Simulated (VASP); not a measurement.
# Ti (I4/mmm) in VASP: notebook

Runs on Ti. Level: PBEsol. Tasks: single point.

All numbers are computed with VASP 6.6.1; they aren't measurements. Logs are shortened: lines on timing, memory, paths and dates and some standing lists are left out, and cuts for length are marked.

### 1 The cell of the first run

It takes space group I4/mmm (No. 139, tetragonal). Conventional cell: a = 3.229 Å, b = 3.229 Å, c = 3.391 Å, α = 90.00°, β = 90.00°, γ = 90.00°. Within 3.7 Å of Ti (site symmetry 4/mmm) lie 14 Ti at 2.84 to 3.39 Å.

### 2 Single point, PBEsol

The input, INCAR:

```
SYSTEM = Ti
PREC = Accurate
ENCUT = 520
EDIFF = 1E-6
ISMEAR = 0
SIGMA = 0.15
LREAL = .FALSE.
LASPH = .TRUE.
NELM = 80
ALGO = Fast
ISIF = 2
LWAVE = .FALSE.
LCHARG = .FALSE.
GGA = PS
NBANDS = 12
```

The input, KPOINTS:

```
regular mesh
0
G
  22 22 22
  0 0 0
```

The input, POSCAR:

```
Ti
1.0
   -1.6145276289      1.6145276289      1.6952540104
    1.6145276289     -1.6145276289      1.6952540104
    1.6145276289      1.6145276289     -1.6952540104
Ti
1
Direct
    0.0000000000      0.0000000000      0.0000000000
```

Potentials or basis: VASP PAW PBE potentials, release 64 (Ti_sv).

Started as:

```console
$ cat potpaw_PBE.64/Ti_sv/POTCAR > POTCAR
$ mpirun -np 1 vasp_std > vasp.out
```

OUTCAR:

```text
SYSTEM = Ti
   PREC = Accurate
   ENCUT = 520
   EDIFF = 1E-6
   ISMEAR = 0
   LREAL = .FALSE.
   LASPH = .TRUE.
   NELM = 80
   ISIF = 2
   GGA = PS

 ion  position               nearest neighbor table
   1  0.000  0.000  0.000-

  LATTYP: Found a body centered tetragonal cell.
 ALAT       =     3.2290552578
 C/A-ratio  =     1.0500000000

  Lattice vectors:

 A1 = (  -1.6145276289,   1.6145276289,   1.6952540104)
 A2 = (   1.6145276289,  -1.6145276289,   1.6952540104)
 A3 = (   1.6145276289,   1.6145276289,  -1.6952540104)

Analysis of symmetry for initial positions (statically):
=====================================================================
 Subroutine PRICEL returns:
 Original cell was already a primitive cell.

 Routine SETGRP: Setting up the symmetry group for a
 body centered tetragonal supercell.

 Subroutine GETGRP returns: Found 16 space group operations
 (whereof 16 operations were pure point group operations)
 out of a pool of 16 trial point group operations.

The static configuration has the point symmetry D_4h.

Analysis of symmetry for dynamics (positions and initial velocities):
=====================================================================
 Subroutine PRICEL returns:
 Original cell was already a primitive cell.

 Routine SETGRP: Setting up the symmetry group for a
 body centered tetragonal supercell.

 Subroutine GETGRP returns: Found 16 space group operations
 (whereof 16 operations were pure point group operations)
 out of a pool of 16 trial point group operations.

The dynamic configuration has the point symmetry D_4h.

 Subroutine INISYM returns: Found 16 space group operations
 (whereof 16 operations are pure point group operations),
 and found     1 'primitive' translations

----------------------------------------------------------------------------------------

                                     Primitive cell

  volume of cell :      17.6761

  direct lattice vectors                    reciprocal lattice vectors
    -1.614527629  1.614527629  1.695254010     0.000000000  0.309688104  0.294941051
     1.614527629 -1.614527629  1.695254010     0.309688104  0.000000000  0.294941051
     1.614527629  1.614527629 -1.695254010     0.309688104  0.309688104  0.000000000

  length of vectors
     2.843815235  2.843815235  2.843815235     0.427664524  0.427664524  0.437965117

  position of ions in fractional coordinates (direct lattice)
     0.000000000  0.000000000  0.000000000

  ion indices of the primitive-cell ions
   primitive index   ion index
                 1           1

----------------------------------------------------------------------------------------

 KPOINTS: regular mesh

Automatic generation of k-mesh.
 Grid dimensions read from file:
 generate k-points for:   22   22   22

 Generating k-lattice:

  Cartesian coordinates                     Fractional coordinates (reciprocal lattice)
     0.000000000  0.014076732  0.013406411     0.045454545  0.000000000  0.000000000
     0.014076732  0.000000000  0.013406411     0.000000000  0.045454545  0.000000000
     0.014076732  0.014076732  0.000000000     0.000000000  0.000000000  0.045454545

  Length of vectors
     0.019439297  0.019439297  0.019907505

  Shift w.r.t. Gamma in fractional coordinates (k-lattice)
     0.000000000  0.000000000  0.000000000

 Subroutine IBZKPT returns following result:
 ===========================================

 Found    834 irreducible k-points:

 Following reciprocal coordinates:
            Coordinates               Weight
  0.000000  0.000000  0.000000      1.000000
  0.045455  0.000000  0.000000      8.000000
  0.090909  0.000000  0.000000      8.000000
  0.136364 -0.000000  0.000000      8.000000
  0.181818  0.000000  0.000000      8.000000
  0.227273  0.000000  0.000000      8.000000
[... 16 lines left out ...]
  0.500000  0.045455  0.000000     16.000000
 -0.454545  0.045455  0.000000     16.000000
 [... further k-points ...]
   k-points           NKPTS =    834   k-points in BZ     NKDIM =    834   number of bands    NBANDS=     12
   number of dos      NEDOS =    301   number of ions     NIONS =      1
   total plane-waves  NPLWV =  13824
   dimension x,y,z NGX =    24 NGY =   24 NGZ =   24
   dimension x,y,z NGXF=    48 NGYF=   48 NGZF=   48
   ions per type =               1
   NGX,Y,Z   is equivalent  to a cutoff of  14.03, 14.03, 14.03 a.u.
   NGXF,Y,Z  is equivalent  to a cutoff of  28.06, 28.06, 28.06 a.u.
 SYSTEM =  Ti
   PREC   = accura    normal or accurate (medium, high low for compatibility)
   ISTART =      0    job   : 0-new  1-cont  2-samecut
   ICHARG =      2    charge: 1-file 2-atom 10-const
   ISPIN  =      1    spin polarized calculation?
   LNONCOLLINEAR =      F non collinear calculations
   LSORBIT =      F    spin-orbit coupling
   LASPH  =      T    aspherical Exc in radial PAW
   ENCUT  =  520.0 eV  38.22 Ry    6.18 a.u.   5.29  5.29  5.29*2*pi/ulx,y,z
   NELM   =     80;   NELMIN=  2; NELMDL= -5     # of ELM steps
   EDIFF  = 0.1E-05   stopping-criterion for ELM
   LREAL  =      F    real-space projection
   EDIFFG = 0.1E-04   stopping-criterion for IOM
   NSW    =      0    number of steps for IOM
   IBRION =     -1    ionic relax: 0-MD 1-quasi-New 2-CG
   NFREE  =      0    steps in history (QN), initial steepest desc. (CG)
   ISIF   =      2    stress and relaxation
   ISYM   =      2    0-nonsym 1-usesym 2-fastsym
   POTIM  = 0.5000    time-step for ionic-motion
   TEBEG  =    0.0;   TEEND  =   0.0 temperature during run
   PSTRESS=    0.0 pullay stress
   NELECT =      12.0000    total number of electrons
   NUPDOWN=      -1.0000    fix difference up-down
   EMIN   =  10.00;   EMAX   =-10.00  energy-range for DOS
   EFERMI =   0.00;   METHOD = LEGACY
   ISMEAR =     0;   SIGMA  =   0.15  broadening in eV -4-tet -1-fermi 0-gaus
   EFERMI_NEDOS =   21; number of points for ismear=-14 and -15
   IALGO  =     68    algorithm
   IMIX   =      4    mixing-type and parameters
     AMIX     =   0.40;   BMIX     =  1.00
     AMIX_MAG =   1.60;   BMIX_MAG =  1.00
  volume/ion in A,a.u.               =      17.68       119.28
  Fermi-wavevector in a.u.,A,eV,Ry     =   1.438821  2.718977 28.166848  2.070205
  Thomas-Fermi vector in A             =   2.557745
   LORBIT       =      0    0 simple, 1 ext, 2 COOP (PROOUT), +10 PAW based schemes
   GGA     = PS    functional components
   LHFCALC =     F    Hartree Fock is set to
   AEXX    =    0.0000 exact exchange contribution
   IVDW    =     0    specifies the selected vdW correction
   LEPSILON=     F    determine dielectric tensor
   LRPA    =     F    only Hartree local field effects (RPA)
 non-spin polarized calculation
 RMM-DIIS sequential band-by-band and
 Gauss-broadening in eV      SIGMA  =   0.15
  energy-cutoff  :      520.00
  volume of cell :       17.68
 maximum number of plane-waves:       490
 NGX is ok and might be reduce to    24
   NGX = 11   NGY = 11   NGZ = 11

 number of electron      12.0000001 magnetization

 Free energy of the ion-electron system (eV)
  ---------------------------------------------------
  ext. energy  EPLUGINS =         0.00000000
  ---------------------------------------------------
  free energy    TOTEN  =        -8.22387432 eV

  energy without entropy =       -8.19666800  energy(sigma->0) =       -8.21027116

 E-fermi :   7.7837     XC(G=0): -11.5486

 val. band max:        7.7833639802   @ k =   0.3636   0.1364   0.1364
 cond. band min:       7.7843144210   @ k =  -0.1364   0.3636   0.0909
 fundamental gap:      0.0009504408
 Fermi energy:         7.7836922124

 k-point     1 :       0.0000    0.0000    0.0000
  band No.  band energies     occupation
      1     -48.5596      2.00000
      2     -24.5311      2.00000
      3     -24.5311      2.00000
      4     -24.5273      2.00000
      5       1.8627      2.00000
      6       8.6457      0.00000
      7       8.6457      0.00000
      8       8.9708      0.00000
      9      10.2695      0.00000
     10      10.6466      0.00000
     11      24.5418      0.00000
     12      25.3642      0.00000

 k-point     2 :       0.0455    0.0000    0.0000
  band No.  band energies     occupation
      1     -48.5571      2.00000
      2     -24.5431      2.00000
      3     -24.5350      2.00000
      4     -24.5288      2.00000
      5       1.9316      2.00000
      6       8.6393      0.00000
      7       8.6545      0.00000
      8       8.9815      0.00000
      9      10.2438      0.00000
     10      10.6341      0.00000
     11      24.5168      0.00000
     12      25.2784      0.00000

 k-point     3 :       0.0909    0.0000    0.0000
  band No.  band energies     occupation
      1     -48.5499      2.00000
      2     -24.5826      2.00000
      3     -24.5467      2.00000
      4     -24.5290      2.00000
      5       2.1352      2.00000
      6       8.6122      0.00000
      7       8.6340      0.00000
      8       9.0625      0.00000
      9      10.1738      0.00000
     10      10.6077      0.00000
     11      24.3524      0.00000
     12      25.0624      0.00000

 k-point     4 :       0.1364   -0.0000    0.0000
  band No.  band energies     occupation
      1     -48.5385      2.00000
      2     -24.6447      2.00000
      3     -24.5649      2.00000
      4     -24.5289      2.00000
      5       2.4641      2.00000
      6       8.5367      0.00000
      7       8.5443      0.00000
      8       9.2653      0.00000
      9      10.0903      0.00000
     10      10.5859      0.00000
     11      23.8331      0.00000
     12      24.7481      0.00000

 k-point     5 :       0.1818    0.0000    0.0000
  band No.  band energies     occupation
      1     -48.5239      2.00000
      2     -24.7237      2.00000
      3     -24.5883      2.00000
      4     -24.5288      2.00000
      5       2.9012      2.00000
      6       8.3868      0.00000
      7       8.4199      0.00000
      8       9.5701      0.00000
      9      10.0393      0.00000
     10      10.5778      0.00000
     11      22.9363      0.00000
     12      24.3432      0.00000
[... 228 lines left out ...]
      1     -48.4415      2.00000
      2     -25.1432      2.00000
      3     -24.7199      2.00000
      4     -24.5332      2.00000
      5       5.3184      2.00000
      6       7.5856      1.93820
      7       8.4329      0.00000
      8      10.2564      0.00000
      9      10.8040      0.00000
     10      11.8223      0.00000
     11      16.8066      0.00000
     12      21.4190      0.00000

 k-point    22 :       0.4545    0.0455    0.0000
  band No.  band energies     occupation
      1     -48.4364      2.00000
      2     -25.1681      2.00000
      3     -24.7277      2.00000
      4     -24.5336      2.00000
      5       5.3949      2.00000
      6       7.5399      1.97847
      7       8.6504      0.00000
      8      10.2488      0.00000
      9      10.8548      0.00000
     10      11.9936      0.00000
     11      16.3101      0.00000
     12      21.2525      0.00000

 k-point    23 :       0.5000    0.0455    0.0000
  band No.  band energies     occupation
      1     -48.4363      2.00000
      2     -25.1687      2.00000
      3     -24.7275      2.00000
      4     -24.5340      2.00000
      5       5.3969      2.00000
      6       7.5383      1.97932
      7       8.6531      0.00000
      8      10.2496      0.00000
      9      10.8656      0.00000
     10      11.9902      0.00000
     11      16.2967      0.00000
     12      21.2519      0.00000

 k-point    24 :      -0.4545    0.0455    0.0000
  band No.  band energies     occupation
      1     -48.4412      2.00000
      2     -25.1449      2.00000
      3     -24.7195      2.00000
      4     -24.5344      2.00000
      5       5.3252      2.00000
      6       7.5811      1.94393
      7       8.4418      0.00000
      8      10.2444      0.00000
      9      10.8443      0.00000
     10      11.8126      0.00000
     11      16.7705      0.00000
     12      21.4182      0.00000

 [... further k-points ...]
[... 5 lines left out ...]
  --------------------------------------------------------------------------------------
  -------------------------------------------------------------------------------------
  Total       -0.7903178     -0.7903178     -0.6770927      0.0000000     -0.0000000     -0.0000000
  in kB      -71.6352232    -71.6352232    -61.3723826      0.0000000     -0.0000000     -0.0000000
  external PRESSURE =     -68.2142764 kB  Pullay stress =       0.0000000 kB

 VOLUME and BASIS-vectors are now :
 -----------------------------------------------------------------------------
  energy-cutoff  :      520.00
  volume of cell :       17.68
      direct lattice vectors                 reciprocal lattice vectors
    -1.614527629  1.614527629  1.695254010     0.000000000  0.309688104  0.294941051
     1.614527629 -1.614527629  1.695254010     0.309688104  0.000000000  0.294941051
     1.614527629  1.614527629 -1.695254010     0.309688104  0.309688104  0.000000000

 POSITION                                       TOTAL-FORCE (eV/Angst)
 -----------------------------------------------------------------------------------
      0.00000      0.00000      0.00000         0.000000      0.000000     -0.000000
 -----------------------------------------------------------------------------------
    total drift:                                0.000000      0.000000      0.000000

  FREE ENERGIE OF THE ION-ELECTRON SYSTEM (eV)
  ---------------------------------------------------
  free  energy   TOTEN  =        -8.2238743223 eV

  energy  without entropy=       -8.1966680011  energy(sigma->0) =       -8.21027116
```

Wall time 5.7 min (1 thread of Intel Xeon 8259CL, shared host); peak memory 0.29 GiB.

Results:

```yaml
Free_energy: -8.2239 eV
Pressure: -6.8 GPa
Band_gap_on_the_k_mesh: zero (band 6 reaches 8.71 eV, above the bottom of band 7 at 7.16 eV)
```

Caveat: the PAW data sets were made with another functional, which shifts forces and pressure a little.

### 3 Single point, PBEsol

The input, INCAR:

```
  PREC = Accurate
  ENCUT = 520
  EDIFF = 1E-6
  ISMEAR = 0
  SIGMA = 0.15
  LREAL = False
  LASPH = True
  NELM = 80
  ALGO = Fast
  ISIF = 2
  LWAVE = False
  LCHARG = True
  GGA = PS
  LELF = True
  LVHAR = True
  NBANDS = 12
```

The input, KPOINTS:

```
Automatic mesh
0
Gamma
  22 22 22
```

The input, POSCAR:

```
Ti
1.0
   -1.6634822458      1.6634822458      1.5969429560
    1.6634822458     -1.6634822458      1.5969429560
    1.6634822458      1.6634822458     -1.5969429560
Ti
1
Direct
    0.0000000000      0.0000000000      0.0000000000
```

Potentials or basis: VASP PAW PBE potentials, release 64 (Ti_sv).

Started as:

```console
$ cat potpaw_PBE.64/Ti_sv/POTCAR > POTCAR
$ mpirun -np 1 vasp_std > vasp.out
```

OUTCAR:

```text
PREC = Accurate
   ENCUT = 520
   EDIFF = 1E-6
   ISMEAR = 0
   LREAL = False
   LASPH = True
   NELM = 80
   ISIF = 2
   GGA = PS

 ion  position               nearest neighbor table
   1  0.000  0.000  0.000-

  LATTYP: Found a body centered tetragonal cell.
 ALAT       =     3.3269644916
 C/A-ratio  =     0.9600000000

  Lattice vectors:

 A1 = (  -1.6634822458,   1.6634822458,   1.5969429560)
 A2 = (   1.6634822458,  -1.6634822458,   1.5969429560)
 A3 = (   1.6634822458,   1.6634822458,  -1.5969429560)
[... 531 lines left out ...]
      3     -24.7311      2.00000
      4     -24.5465      2.00000
      5       5.3331      2.00000
      6       7.3429      1.99996
      7       8.5968      0.00000
      8      10.4963      0.00000
      9      10.8849      0.00000
     10      11.8475      0.00000
     11      17.0481      0.00000
     12      21.0949      0.00000

 [... further k-points ...]
[... 5 lines left out ...]
  --------------------------------------------------------------------------------------
  -------------------------------------------------------------------------------------
  Total       -0.7090661     -0.7090661     -0.8453604      0.0000000     -0.0000000     -0.0000000
  in kB      -64.2704797    -64.2704797    -76.6243430      0.0000000     -0.0000000     -0.0000000
  external PRESSURE =     -68.3884341 kB  Pullay stress =       0.0000000 kB

 VOLUME and BASIS-vectors are now :
 -----------------------------------------------------------------------------
  energy-cutoff  :      520.00
  volume of cell :       17.68
      direct lattice vectors                 reciprocal lattice vectors
    -1.663482246  1.663482246  1.596942956     0.000000000  0.300574293  0.313098222
     1.663482246 -1.663482246  1.596942956     0.300574293  0.000000000  0.313098222
     1.663482246  1.663482246 -1.596942956     0.300574293  0.300574293  0.000000000

 POSITION                                       TOTAL-FORCE (eV/Angst)
 -----------------------------------------------------------------------------------
      0.00000      0.00000      0.00000         0.000000      0.000000      0.000000
 -----------------------------------------------------------------------------------
    total drift:                                0.000000      0.000000      0.000000

  FREE ENERGIE OF THE ION-ELECTRON SYSTEM (eV)
  ---------------------------------------------------
  free  energy   TOTEN  =        -8.2237205606 eV

  energy  without entropy=       -8.1967997395  energy(sigma->0) =       -8.21026015
```

OSZICAR:

```text
N       E                     dE             d eps       ncg     rms          rms(c)
DAV:   1     0.857401249766E+02    0.85740E+02   -0.65242E+03 20056   0.120E+03
DAV:   2    -0.509811611215E+01   -0.90838E+02   -0.88473E+02 20476   0.295E+02
DAV:   3    -0.934627550482E+01   -0.42482E+01   -0.41962E+01 27972   0.649E+01
[... 12 lines left out ...]
RMM:  16    -0.822371154870E+01   -0.81738E-05   -0.78089E-05 27501   0.570E-02    0.872E-03
RMM:  17    -0.822371527191E+01   -0.37232E-05   -0.34833E-05 23298   0.321E-02    0.705E-03
RMM:  18    -0.822371835027E+01   -0.30784E-05   -0.26793E-05 22044   0.251E-02    0.125E-03
RMM:  19    -0.822371971608E+01   -0.13658E-05   -0.13099E-05 18805   0.158E-02    0.179E-03
RMM:  20    -0.822372056064E+01   -0.84456E-06   -0.80217E-06 17457   0.116E-02
   1 F= -.82237206E+01 E0= -.82102602E+01  d E =-.269208E-01
```

stdout:

```text
POSCAR found type information on POSCAR Ti
 POSCAR found :  1 types and       1 ions
 scaLAPACK will be used
 -----------------------------------------------------------------------------
|                                                                             |
|                                                                             |
|     You enforced a specific xc type in the INCAR file but a different       |
|     I HOPE YOU KNOW WHAT YOU ARE DOING!                                     |
|                                                                             |
 -----------------------------------------------------------------------------

 LDA part: xc-table for (Slater+PW92), standard interpolation
 POSCAR, INCAR and KPOINTS ok, starting setup
 FFT: planning ... GRIDC
 FFT: planning ... GRID_SOFT
 FFT: planning ... GRID
 WAVECAR not read
 entering main loop
WARNING in EDDRMM: call to ZHEGV failed, returncode =   6  3      7
WARNING in EDDRMM: call to ZHEGV failed, returncode =   8  4      6
WARNING in EDDRMM: call to ZHEGV failed, returncode =   8  4     10
WARNING in EDDRMM: call to ZHEGV failed, returncode =   8  4      8
WARNING in EDDRMM: call to ZHEGV failed, returncode =   8  4      7
WARNING in EDDRMM: call to ZHEGV failed, returncode =   6  3      7
WARNING in EDDRMM: call to ZHEGV failed, returncode =   6  3      6
WARNING in EDDRMM: call to ZHEGV failed, returncode =   6  3      8
WARNING in EDDRMM: call to ZHEGV failed, returncode =   8  4      5
WARNING in EDDRMM: call to ZHEGV failed, returncode =   6  3      6
WARNING in EDDRMM: call to ZHEGV failed, returncode =   6  3      9
```

Wall time 3.3 min (1 thread of Intel Xeon Platinum 8488C (Sapphire Rapids), shared host); peak memory 0.28 GiB.

Results:

- Free energy: -8.2237 eV
- Pressure: -6.8 GPa
- Band gap on the k mesh: zero (band 6 reaches 8.75 eV, above the bottom of band 7 at 7.18 eV)

Stress tensor (GPa, compression positive):
```
-6.43  0.00  0.00
 0.00 -6.43  0.00
 0.00  0.00 -7.66
```

Caveat: the PAW data sets were made with another functional, which shifts forces and pressure a little.
